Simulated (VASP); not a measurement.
# GaP2 (Pnnm) in VASP: a series of runs, part 2 of 2

VASP 6.6.1. Earlier steps stand in the parts before.

## (5) Single point, PBE (16.78 Å³/atom)

This run uses another cell than the first one, of 16.78 Å³/atom.

INCAR reads:

```
SYSTEM = GaP2
PREC = Accurate
ENCUT = 520
EDIFF = 1E-6
ISMEAR = 0
SIGMA = 0.1
LREAL = .False.
LASPH = .True.
NELM = 80
ALGO = Normal
ISIF = 2
LWAVE = .False.
LCHARG = .True.
GGA = PE
LELF = .True.
LVHAR = .True.
NBANDS = 32
```

KPOINTS reads:

```
regular mesh
0
Gamma
  6 6 8
  0 0 0
```

POSCAR reads:

```
GaP2
1.0
    4.8790423443      0.0000000000      0.0000000000
    0.0000000000      5.9650025931      0.0000000000
    0.0000000000      0.0000000000      3.4590133073
Ga P
2 4
Direct
    0.5000000000      0.0000000000      0.5000000000
    0.0000000000      0.5000000000      0.0000000000
    0.1643913132      0.1110551419      0.0000000000
    0.8356086868      0.8889448581      0.0000000000
    0.6643913132      0.3889448581      0.5000000000
    0.3356086868      0.6110551419      0.5000000000
```

Potentials or basis: VASP PAW PBE potentials, release 64 (Ga_d, P).

Launch:

```bash
$ cat potpaw_PBE.64/Ga_d/POTCAR potpaw_PBE.64/P/POTCAR > POTCAR
$ mpirun -np 1 vasp_std > vasp.out
```

OUTCAR:

```text
SYSTEM = GaP2
   PREC = Accurate
   ENCUT = 520
   EDIFF = 1E-6
   ISMEAR = 0
   LREAL = .False.
   LASPH = .True.
   NELM = 80
   ISIF = 2
   GGA = PE

 ion  position               nearest neighbor table
   1  0.500  0.000  0.500-   5 2.45   6 2.45   3 2.47   4 2.47   3 2.47   4 2.47
   2  0.000  0.500  0.000-   3 2.45   4 2.45   5 2.47   6 2.47   5 2.47   6 2.47
   3  0.164  0.111  0.000-   4 2.08   2 2.45   1 2.47   1 2.47
   4  0.836  0.889  0.000-   3 2.08   2 2.45   1 2.47   1 2.47
   5  0.664  0.389  0.500-   6 2.08   1 2.45   2 2.47   2 2.47
   6  0.336  0.611  0.500-   5 2.08   1 2.45   2 2.47   2 2.47

  LATTYP: Found a simple orthorhombic cell.
 ALAT       =     3.4590133073
 B/A-ratio  =     1.4105300879
 C/A-ratio  =     1.7244809612

  Lattice vectors:

 A1 = (   0.0000000000,   0.0000000000,   3.4590133073)
 A2 = (   4.8790423443,   0.0000000000,   0.0000000000)
 A3 = (   0.0000000000,   5.9650025931,   0.0000000000)

Analysis of symmetry for initial positions (statically):
=====================================================================
 Subroutine PRICEL returns:
 Original cell was already a primitive cell.

 Routine SETGRP: Setting up the symmetry group for a
 simple orthorhombic supercell.

 Subroutine GETGRP returns: Found  8 space group operations
 (whereof  4 operations were pure point group operations)
 out of a pool of  8 trial point group operations.

The static configuration has the point symmetry C_2h.
 The point group associated with its full space group is D_2h.

Analysis of symmetry for dynamics (positions and initial velocities):
=====================================================================
 Subroutine PRICEL returns:
 Original cell was already a primitive cell.

 Routine SETGRP: Setting up the symmetry group for a
 simple orthorhombic supercell.

 Subroutine GETGRP returns: Found  8 space group operations
 (whereof  4 operations were pure point group operations)
 out of a pool of  8 trial point group operations.

The dynamic configuration has the point symmetry C_2h.
 The point group associated with its full space group is D_2h.

 Subroutine INISYM returns: Found  8 space group operations
 (whereof  4 operations are pure point group operations),
 and found     1 'primitive' translations

----------------------------------------------------------------------------------------

                                     Primitive cell

  volume of cell :     100.6694

  direct lattice vectors                    reciprocal lattice vectors
     4.879042344  0.000000000  0.000000000     0.204958254  0.000000000  0.000000000
     0.000000000  5.965002593  0.000000000     0.000000000  0.167644521  0.000000000
     0.000000000  0.000000000  3.459013307     0.000000000  0.000000000  0.289099784

  length of vectors
     4.879042344  5.965002593  3.459013307     0.204958254  0.167644521  0.289099784

  position of ions in fractional coordinates (direct lattice)
     0.500000000  0.000000000  0.500000000
     0.000000000  0.500000000  0.000000000
     0.164391313  0.111055142  0.000000000
     0.835608687  0.888944858  0.000000000
     0.664391313  0.388944858  0.500000000
     0.335608687  0.611055142  0.500000000

  ion indices of the primitive-cell ions
   primitive index   ion index
                 1           1
                 2           2
                 3           3
                 4           4
                 5           5
[... 25 lines left out ...]

 Found     80 irreducible k-points:

 Following reciprocal coordinates:
            Coordinates               Weight
  0.000000  0.000000  0.000000      1.000000
  0.166667  0.000000  0.000000      2.000000
  0.333333  0.000000  0.000000      2.000000
  0.500000  0.000000  0.000000      1.000000
  0.000000  0.166667  0.000000      2.000000
  0.166667  0.166667  0.000000      4.000000
[... 16 lines left out ...]
  0.333333  0.166667  0.125000      8.000000
  0.500000  0.166667  0.125000      4.000000
 [... further k-points ...]
   k-points           NKPTS =     80   k-points in BZ     NKDIM =     80   number of bands    NBANDS=     32
   number of dos      NEDOS =    301   number of ions     NIONS =      6
   total plane-waves  NPLWV =  48384
   dimension x,y,z NGX =    36 NGY =   48 NGZ =   28
   dimension x,y,z NGXF=    72 NGYF=   96 NGZF=   56
   ions per type =               2   4
   NGX,Y,Z   is equivalent  to a cutoff of  12.27, 13.38, 13.46 a.u.
   NGXF,Y,Z  is equivalent  to a cutoff of  24.53, 26.76, 26.91 a.u.
 SYSTEM =  GaP2
   PREC   = accura    normal or accurate (medium, high low for compatibility)
   ISTART =      0    job   : 0-new  1-cont  2-samecut
   ICHARG =      2    charge: 1-file 2-atom 10-const
   ISPIN  =      1    spin polarized calculation?
   LNONCOLLINEAR =      F non collinear calculations
   LSORBIT =      F    spin-orbit coupling
   LASPH  =      T    aspherical Exc in radial PAW
   ENCUT  =  520.0 eV  38.22 Ry    6.18 a.u.   9.07 11.09  6.43*2*pi/ulx,y,z
   NELM   =     80;   NELMIN=  2; NELMDL= -5     # of ELM steps
   EDIFF  = 0.1E-05   stopping-criterion for ELM
   LREAL  =      F    real-space projection
   EDIFFG = 0.1E-04   stopping-criterion for IOM
   NSW    =      0    number of steps for IOM
   IBRION =     -1    ionic relax: 0-MD 1-quasi-New 2-CG
   NFREE  =      0    steps in history (QN), initial steepest desc. (CG)
   ISIF   =      2    stress and relaxation
   ISYM   =      2    0-nonsym 1-usesym 2-fastsym
   POTIM  = 0.5000    time-step for ionic-motion
   TEBEG  =    0.0;   TEEND  =   0.0 temperature during run
   PSTRESS=    0.0 pullay stress
   NELECT =      46.0000    total number of electrons
   NUPDOWN=      -1.0000    fix difference up-down
   EMIN   =  10.00;   EMAX   =-10.00  energy-range for DOS
   EFERMI =   0.00;   METHOD = LEGACY
   ISMEAR =     0;   SIGMA  =   0.10  broadening in eV -4-tet -1-fermi 0-gaus
   EFERMI_NEDOS =   21; number of points for ismear=-14 and -15
   IALGO  =     38    algorithm
   IMIX   =      4    mixing-type and parameters
     AMIX     =   0.40;   BMIX     =  1.00
     AMIX_MAG =   1.60;   BMIX_MAG =  1.00
  volume/ion in A,a.u.               =      16.78       113.23
  Fermi-wavevector in a.u.,A,eV,Ry     =   1.260942  2.382834 21.632904  1.589974
  Thomas-Fermi vector in A             =   2.394426
   LORBIT       =      0    0 simple, 1 ext, 2 COOP (PROOUT), +10 PAW based schemes
   GGA     = PE    functional components
   LHFCALC =     F    Hartree Fock is set to
   AEXX    =    0.0000 exact exchange contribution
   IVDW    =     0    specifies the selected vdW correction
   LEPSILON=     F    determine dielectric tensor
   LRPA    =     F    only Hartree local field effects (RPA)
 non-spin polarized calculation
 Gauss-broadening in eV      SIGMA  =   0.10
  energy-cutoff  :      520.00
  volume of cell :      100.67
 maximum number of plane-waves:      2752
   NGX = 19   NGY = 23   NGZ = 13

 number of electron      45.9999998 magnetization

 Free energy of the ion-electron system (eV)
  ---------------------------------------------------
  ext. energy  EPLUGINS =         0.00000000
  ---------------------------------------------------
  free energy    TOTEN  =       -27.28560122 eV

  energy without entropy =      -27.28252033  energy(sigma->0) =      -27.28406077

 E-fermi :   6.8575     XC(G=0): -10.8208

 val. band max:        6.8478734544   @ k =   0.0000   0.0000   0.2500
 cond. band min:       6.8841051594   @ k =   0.3333   0.1667   0.0000
 fundamental gap:      0.0362317050
 Fermi energy:         6.8575462361

 k-point     1 :       0.0000    0.0000    0.0000
  band No.  band energies     occupation
      1      -8.1051      2.00000
      2      -7.9528      2.00000
      3      -7.9013      2.00000
      4      -7.8961      2.00000
      5      -7.8689      2.00000
      6      -7.8385      2.00000
[... 829 lines left out ...]
     31      13.2047      0.00000
     32      13.2048      0.00000

 [... further k-points ...]
[... 5 lines left out ...]
  --------------------------------------------------------------------------------------
  -------------------------------------------------------------------------------------
  Total        5.1348903      5.1405469      5.2423217      0.0000000      0.0000000      0.0000000
  in kB       81.7229995     81.8130245     83.4327958      0.0000000      0.0000000      0.0000000
  external PRESSURE =      82.3229399 kB  Pullay stress =       0.0000000 kB

 VOLUME and BASIS-vectors are now :
 -----------------------------------------------------------------------------
  energy-cutoff  :      520.00
  volume of cell :      100.67
      direct lattice vectors                 reciprocal lattice vectors
     4.879042344  0.000000000  0.000000000     0.204958254  0.000000000  0.000000000
     0.000000000  5.965002593  0.000000000     0.000000000  0.167644521  0.000000000
     0.000000000  0.000000000  3.459013307     0.000000000  0.000000000  0.289099784

 POSITION                                       TOTAL-FORCE (eV/Angst)
 -----------------------------------------------------------------------------------
      2.43952      0.00000      1.72951        -0.000000     -0.000000      0.000000
      0.00000      2.98250      0.00000        -0.000000     -0.000000      0.000000
      0.80207      0.66244      0.00000        -0.037070     -0.036342      0.000000
      4.07697      5.30256      0.00000         0.037070      0.036342     -0.000000
      3.24159      2.32006      1.72951        -0.037070      0.036342      0.000000
      1.63745      3.64495      1.72951         0.037070     -0.036342      0.000000
 -----------------------------------------------------------------------------------
    total drift:                                0.000000      0.000000      0.000000

  FREE ENERGIE OF THE ION-ELECTRON SYSTEM (eV)
  ---------------------------------------------------
  free  energy   TOTEN  =       -27.2856012212 eV

  energy  without entropy=      -27.2825203273  energy(sigma->0) =      -27.28406077
```

Run time: 84 s. Hardware: 1 thread of Intel Xeon 6975P-C (Granite Rapids), shared host; peak memory 0.34 GiB.

What came out:

- Free energy: -27.2856 eV
- Pressure: 8.2 GPa
- Largest force: 0.052 eV/Å
- Band gap on the k mesh: zero (bands 23 and 24 overlap by 4.03 eV)

Forces on the atoms (eV/Å):
```
Ga   0.000  0.000  0.000
Ga   0.000  0.000  0.000
P   -0.037 -0.036  0.000
P    0.037  0.036  0.000
P   -0.037  0.036  0.000
P    0.037 -0.036  0.000
```

Stress tensor (GPa, compression positive):
```
8.17 0.00 0.00
0.00 8.18 0.00
0.00 0.00 8.34
```

Levels at points of the mesh, in eV from the Fermi level:
```
           k point  band 20  band 21  band 22  band 23  band 24  band 25  band 26  band 27
(0.00, 0.00, 0.00)    -2.53    -0.45     0.77     1.77     2.22     2.66     3.30     4.04
(0.50, 0.00, 0.00)    -1.13    -0.23    -0.23     0.85     0.85     2.90     2.90     3.50
(0.00, 0.50, 0.00)    -1.74    -1.34    -1.34     2.06     2.06     2.24     2.24     4.07
(0.50, 0.50, 0.00)    -1.49    -0.70    -0.70     0.07     0.07     1.88     1.88     4.33
(0.00, 0.00, 0.50)    -3.89    -1.75    -1.75    -1.51    -1.51     1.61     1.61     2.20
(0.50, 0.00, 0.50)    -4.18    -2.99    -2.99     0.91     0.91     4.02     4.02     4.70
(0.00, 0.50, 0.50)    -2.98    -2.35    -2.35    -1.91    -1.91     0.47     0.47     4.82
(0.50, 0.50, 0.50)    -2.60    -1.17    -1.17    -0.21    -0.21     1.82     1.82     4.65
```

Caveat: the cell stands under pressure.

## (6) Overview

| task | cell | k mesh | cutoff (eV) | smearing | gap on the mesh (eV) | pressure (GPa) | largest force (eV/Å) |
| --- | --- | --- | --- | --- | --- | --- | --- |
| single point | a = 5.008, b = 6.158, c = 3.582 Å, 6 atoms, atomic positions A | 3 × 3 × 5 | 520 | gaussian 0.2 eV | none | -0.3 | 0.13 |
| single point | a = 4.935, b = 6.138, c = 3.671 Å, 6 atoms, atomic positions B | 4 × 2 × 5 | 520 | gaussian 0.2 eV | none | -0.2 | 0.05 |
| relaxation of cell and atoms | relaxed from a = 5.050, b = 6.100, c = 3.620 Å, 6 atoms, atomic positions C | 3 × 3 × 5 | 600 | gaussian 0.2 eV | none | -0.4 | 0.05 |
| single point | a = 4.879, b = 5.965, c = 3.459 Å, 6 atoms, atomic positions D | 6 × 6 × 8 | 520 | gaussian 0.1 eV | none | 8.2 | 0.05 |

Alike in all rows: level PBE; potentials or basis VASP PAW PBE potentials, release 64 (Ga_d, P); no spin polarisation.

Caveats: some runs use coarse meshes; the relaxation stopped at a loose force limit of 0.08 eV/Å, so its end isn't a converged minimum (at least some runs); the cell stands under pressure (at least some runs).

Total energies depend on the potentials used, so only differences within one code and one set of settings carry meaning.

The gap in the log of VASP goes by the Fermi energy; the results here count the filled bands.